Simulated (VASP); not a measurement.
# C (Fmmm) in VASP: notebook, part 2 of 2

VASP 6.6.1.

**3. Vibrations by perturbation theory, LDA**

INCAR

```
SYSTEM = C
PREC = Accurate
ENCUT = 520
EDIFF = 1E-8
ISMEAR = -1
SIGMA = 0.15
LREAL = .FALSE.
LASPH = .TRUE.
NELM = 60
ALGO = Normal
ISIF = 2
LWAVE = .FALSE.
LCHARG = .FALSE.
NBANDS = 16
IBRION = 8
NSW = 1
```

KPOINTS

```
Automatic mesh
0
G
  6 6 2
  0 0 0
```

POSCAR

```
C
1.0
    1.2228066819     -2.1167318658      0.0000000000
    1.2228066819      2.1167318658      0.0000000000
    0.0000000000      0.0000000000      6.7225117217
C
4
Direct
    0.0833124673      0.9166875327      0.7500000000
    0.5833124673      0.4166875327      0.2500000000
    0.9166875327      0.0833124673      0.2500000000
    0.4166875327      0.5833124673      0.7500000000
```

Potentials or basis: VASP PAW LDA potentials, release 64 (C).

Launch:

```bash
$ cat potpaw_LDA.64/C/POTCAR > POTCAR
$ mpirun -np 1 vasp_std > vasp.out
```

OUTCAR:

```text
SYSTEM = C
   PREC = Accurate
   ENCUT = 520
   EDIFF = 1E-8
   ISMEAR = -1
   LREAL = .FALSE.
   LASPH = .TRUE.
   NELM = 60
   ISIF = 2
   IBRION = 8
   NSW = 1

 ion  position               nearest neighbor table
   1  0.083  0.917  0.750-   4 1.41   4 1.41   4 1.41
   2  0.583  0.417  0.250-   3 1.41   3 1.41   3 1.41
   3  0.917  0.083  0.250-   2 1.41   2 1.41   2 1.41
   4  0.417  0.583  0.750-   1 1.41   1 1.41   1 1.41

  LATTYP: Found a base centered orthorhombic cell.
 ALAT       =     2.4456133638
 B/A-ratio  =     1.7310437513
 C/A-ratio  =     2.7488039693

  Lattice vectors:

 A1 = (   1.2228066819,  -2.1167318658,   0.0000000000)
 A2 = (   1.2228066819,   2.1167318658,   0.0000000000)
 A3 = (   0.0000000000,   0.0000000000,   6.7225117217)

Analysis of symmetry for initial positions (statically):
=====================================================================
 Subroutine PRICEL returns following result:

  LATTYP: Found a face centered orthorhombic cell.
 ALAT       =     2.4456133638
 B/A-ratio  =     1.7310437513
 C/A-ratio  =     2.7488039693

  Lattice vectors:

 A1 = (   0.0000000000,  -2.1167318658,  -3.3612558609)
 A2 = (   1.2228066819,   0.0000000000,  -3.3612558609)
 A3 = (   1.2228066819,  -2.1167318658,   0.0000000000)

   2 primitive cells build up your supercell.

 Routine SETGRP: Setting up the symmetry group for a
 base centered orthorhombic supercell.

 Subroutine GETGRP returns: Found  8 space group operations
 (whereof  4 operations were pure point group operations)
 out of a pool of  8 trial point group operations.

The static configuration has the point symmetry C_2h.
 The point group associated with its full space group is D_2h.

Analysis of symmetry for dynamics (positions and initial velocities):
=====================================================================
 Subroutine PRICEL returns following result:

  LATTYP: Found a face centered orthorhombic cell.
 ALAT       =     2.4456133638
 B/A-ratio  =     1.7310437513
 C/A-ratio  =     2.7488039693

  Lattice vectors:

 A1 = (   0.0000000000,  -2.1167318658,  -3.3612558609)
 A2 = (   1.2228066819,   0.0000000000,  -3.3612558609)
 A3 = (   1.2228066819,  -2.1167318658,   0.0000000000)

[... 635 lines left out ...]
 -----------------------------------------------------------------------------
  energy-cutoff  :      520.00
  volume of cell :       34.80
      direct lattice vectors                 reciprocal lattice vectors
     1.222806682 -2.116731866  0.000000000     0.408895378 -0.236213196  0.000000000
     1.222806682  2.116731866  0.000000000     0.408895378  0.236213196  0.000000000
     0.000000000  0.000000000  6.722511722     0.000000000  0.000000000  0.148753924

 POSITION                                       TOTAL-FORCE (eV/Angst)
 -----------------------------------------------------------------------------------
      1.22281      1.76403      5.04188         0.000000     -0.004464      0.000000
      1.22281     -0.35270      1.68063         0.000000     -0.004464     -0.000000
      1.22281     -1.76403      1.68063         0.000000      0.004464     -0.000000
      1.22281      0.35270      5.04188         0.000000      0.004464     -0.000000
 -----------------------------------------------------------------------------------
    total drift:                                0.000000     -0.000000     -0.000000

  FREE ENERGIE OF THE ION-ELECTRON SYSTEM (eV)
  ---------------------------------------------------
  free  energy   TOTEN  =       -40.3893526004 eV

  energy  without entropy=      -40.3572398911  energy(sigma->0) =      -40.37329625

[... ionic steps 2 to 3 ...]

--------------------------------------- Ionic step        4  -------------------------------------------

------------------------ aborting loop because EDIFF is reached ----------------------------------------

--------------------------------------- Ionic step        5  -------------------------------------------

------------------------ aborting loop because EDIFF is reached ----------------------------------------

--------------------------------------- Ionic step        6  -------------------------------------------

 Free energy of the ion-electron system (eV)
  ---------------------------------------------------
  ---------------------------------------------------
  free energy    TOTEN  =        -0.13767499 eV

  energy without entropy =       -0.13767501

------------------------ aborting loop because EDIFF is reached ----------------------------------------

 INTERNAL STRAIN TENSOR  FOR ION    1  DIRECTION 3   (eV/Angst):
 -----------------------------------------------------------------------------
    -0.04910  0.00000  0.00000
     0.00000  0.05142 -0.54346
     0.00000 -0.54346 -0.00265

 INTERNAL STRAIN TENSOR FOR ION    4 for displacements in x,y,z  (eV/Angst):
          X           Y           Z          XY          YZ          ZX
  --------------------------------------------------------------------------------
  x     0.00000    -0.00000    -0.00000    -3.78582     0.00000     0.00000
  y    -6.61817     6.68447     0.03971     0.00000     0.00000     0.00000
  z    -0.00000    -0.00000     0.00000     0.00000     0.54346     0.00000

 SECOND DERIVATIVES (NOT SYMMETRIZED)
 ------------------------------------
               1X          1Y          1Z          2X          2Y          2Z          3X          3Y          3Z          4X          4Y          4Z
  1X   -48.814025    0.000000    0.000000    1.278145    0.000000    0.000000   -1.282130    0.000000    0.000000   48.818011    0.000000    0.000000
  1Y     0.000000  -48.109118    0.000000    0.000000   -1.405852    0.000000    0.000000    1.370003    0.000000    0.000000   48.144968    0.000000
  1Z     0.000000   -0.000000  -17.112315    0.000000    0.000000    0.205296    0.000000   -0.000000   -0.096620    0.000000    0.000000   17.003639
  2X     1.278145    0.000000    0.000000  -48.814025    0.000000    0.000000   48.818011    0.000000    0.000000   -1.282130    0.000000    0.000000
  2Y     0.000000   -1.405852    0.000000    0.000000  -48.109118    0.000000    0.000000   48.144968    0.000000    0.000000    1.370003    0.000000
  2Z     0.000000    0.000000    0.205296    0.000000   -0.000000  -17.112315    0.000000    0.000000   17.003639    0.000000   -0.000000   -0.096620
  3X    -1.282130    0.000000    0.000000   48.818011    0.000000    0.000000  -48.814025    0.000000    0.000000    1.278145    0.000000    0.000000
  3Y     0.000000    1.370003    0.000000    0.000000   48.144968    0.000000    0.000000  -48.109118    0.000000    0.000000   -1.405852    0.000000
  3Z     0.000000   -0.000000   -0.096620    0.000000    0.000000   17.003639    0.000000   -0.000000  -17.112315    0.000000    0.000000    0.205296
  4X    48.818011    0.000000    0.000000   -1.282130    0.000000    0.000000    1.278145    0.000000    0.000000  -48.814025    0.000000    0.000000
  4Y     0.000000   48.144968    0.000000    0.000000    1.370003    0.000000    0.000000   -1.405852    0.000000    0.000000  -48.109118    0.000000
  4Z     0.000000    0.000000   17.003639    0.000000   -0.000000   -0.096620    0.000000    0.000000    0.205296    0.000000   -0.000000  -17.112315

 Eigenvectors and eigenvalues of the dynamical matrix
 ----------------------------------------------------

   1 f  =   45.152140 THz   283.699263 2PiTHz 1506.113277 cm-1   186.734163 meV
             X         Y         Z           dx          dy          dz
      1.222807  1.764032  5.041884     0.500000    0.000000    0.000000
      1.222807 -0.352700  1.680628    -0.500000    0.000000   -0.000000
      1.222807 -1.764032  1.680628     0.500000   -0.000000    0.000000
      1.222807  0.352700  5.041884    -0.500000   -0.000000   -0.000000
[... 71 lines left out ...]
  12 f/i=    1.207866 THz     7.589247 2PiTHz   40.290078 cm-1     4.995331 meV
             X         Y         Z           dx          dy          dz
      1.222807  1.764032  5.041884     0.000000   -0.500000    0.000000
      1.222807 -0.352700  1.680628    -0.000000    0.500000   -0.000000
      1.222807 -1.764032  1.680628    -0.000000    0.500000   -0.000000
      1.222807  0.352700  5.041884     0.000000   -0.500000    0.000000

--------------------------------------------------------------------------------------------------------

 ELASTIC MODULI CONTR FROM IONIC RELAXATION (kBar)
 Direction    XX          YY          ZZ          XY          YZ          ZX
 --------------------------------------------------------------------------------
 XX         -81.4508     82.2667      0.4887     -0.0000      0.0000      0.0000
 YY          82.2667    -83.0907     -0.4936      0.0000     -0.0000      0.0000
 ZZ           0.4887     -0.4936     -0.0029      0.0000     -0.0000      0.0000
 XY          -0.0000      0.0000      0.0000    -27.7622      0.0000      0.0000
 YZ           0.0000     -0.0000     -0.0000      0.0000     -1.6085      0.0000
 ZX           0.0000      0.0000      0.0000      0.0000      0.0000      0.0000
 --------------------------------------------------------------------------------
```

OSZICAR:

```text
N       E                     dE             d eps       ncg     rms          rms(c)
DAV:   1     0.298136815464E+02    0.29814E+02   -0.80429E+03   832   0.927E+02
DAV:   2    -0.404582403288E+02   -0.70272E+02   -0.63219E+02  1240   0.190E+02
DAV:   3    -0.432692847408E+02   -0.28110E+01   -0.27913E+01  1032   0.345E+01
DAV:   4    -0.432941447313E+02   -0.24860E-01   -0.24846E-01  1080   0.391E+00
[... 52 lines left out ...]
RMM:   6    -0.137684692659E+00    0.10552E-04   -0.72010E-07  1409   0.314E-03    0.752E-04
RMM:   7    -0.137675037021E+00    0.96556E-05   -0.76589E-08  1240   0.101E-03    0.219E-04
RMM:   8    -0.137674780629E+00    0.25639E-06   -0.27143E-08  1444   0.241E-04    0.382E-05
RMM:   9    -0.137674984623E+00   -0.20399E-06    0.10838E-08  1438   0.402E-05    0.969E-06
RMM:  10    -0.137674987087E+00   -0.24649E-08    0.14298E-08  1526   0.166E-05    0.163E-06
 Linear response finished
```

Run time: 37 s. Hardware: 1 thread of Intel Xeon Platinum 8559C (Emerald Rapids), shared host; peak memory 0.16 GiB.

What came out:

| Item | Value |
| --- | --- |
| Highest phonon frequency at Γ | 1506 cm⁻¹ |
| Most unstable mode | 40i cm⁻¹ |

Phonon frequencies in cm⁻¹ (negative: imaginary):
| q point | frequencies |
| --- | --- |
| (0.000, 0.000, 0.000) | -40 -13 0 0 0 70 875 883 1455 1467 1497 1506 |

Caveat: the k points lie up to 0.49 Å⁻¹ apart; the cell wasn't relaxed at this level first, which shifts response properties; some modes are imaginary.
